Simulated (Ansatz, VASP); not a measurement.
**SrO: VASP beside Ansatz**

File INCAR:

```
SYSTEM = SrO
PREC = Accurate
ENCUT = 520
EDIFF = 1E-6
ISMEAR = 0
SIGMA = 0.014
LREAL = .FALSE.
LASPH = .TRUE.
NELM = 100
ALGO = Normal
ISIF = 2
LWAVE = .FALSE.
LCHARG = .TRUE.
GGA = PE
LELF = .TRUE.
LVHAR = .TRUE.
NBANDS = 15
```

File KPOINTS:

```
Automatic mesh
0
G
  9 9 9
  0 0 0
```

File POSCAR:

```
SrO
1.0
    0.0000000000      2.5663000000      2.5663000000
    2.5663000000      0.0000000000      2.5663000000
    2.5663000000      2.5663000000      0.0000000000
Sr O
1 1
Direct
    0.5000000000      0.5000000000      0.5000000000
    0.0000000000      0.0000000000      0.0000000000
```

File input.yaml:

```yaml
crystal:
  lattice:
    - [0.0, 2.5663, 2.5663]
    - [2.5663, 0.0, 2.5663]
    - [2.5663, 2.5663, 0.0]
  atoms:
    - { symbol: Sr, position: [0.5, 0.5, 0.5] }
    - { symbol: O, position: [0.0, 0.0, 0.0] }
kpoints:
  mp_grid: { grid: [9, 9, 9] }
scf:
  occupations: { method: gaussian, width: 0.014 }
hamiltonian:
  xc: pbe
  pseudopotentials: { kind: all_electron, lapw: { basis_error: 0.001 } }
output:
  forces: true
  stress: true
  eigenvalues: true
```

Alike in both runs: task single point; functional PBE; k mesh 9 × 9 × 9; occupations gaussian, width 0.014 eV; no spin polarisation.

```csv
,VASP,Ansatz
version,VASP 6.6.1,Ansatz 0.2.0
potentials or method,"VASP PAW PBE potentials, release 64 (Sr_sv, O), cutoff 520 eV","all-electron LAPW, scalar-relativistic"
```

```tsv
	VASP	Ansatz	Ansatz less VASP
gap on the k mesh at the Fermi level (eV)	3.32	3.37	+0.047
least direct gap on the mesh (eV)	3.41	3.45	+0.036
pressure (GPa)	3.9	3.3	-0.60
```

Ansatz ran all-electron here, and VASP with PAW potentials.
